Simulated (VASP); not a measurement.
A run of VASP 6.6.1 is set up as follows.

The input INCAR:

```
PREC = Accurate ; ENCUT = 500
EDIFF = 1E-6 ; ISMEAR = 1
SIGMA = 0.1 ; LREAL = False
LASPH = True ; NELM = 120
ALGO = Normal ; ISIF = 2
LWAVE = False ; LCHARG = False
GGA = PS ; NBANDS = 8
GGA_COMPAT = False
```

File KPOINTS:

```
Automatic mesh
0
Gamma
  23 23 10
```

POSCAR

```
B
1.0
    1.7024300000      0.0000000000      0.0000000000
   -0.8512200000      1.4743500000      0.0000000000
    0.0000000000      0.0000000000      3.6475380667
B
1
Direct
    0.0000000000      0.0000000000      0.0000000000
```

Potentials or basis: VASP PAW PBE potentials, release 64 (B).

The run is started by

```console
$ cat potpaw_PBE.64/B/POTCAR > POTCAR
$ mpirun -np 1 vasp_std > vasp.out
```

(1) Predict the pressure.

Results:

(1) 1.4 GPa.

Caveat: the PAW data sets were made with another functional, which shifts forces and pressure a little.
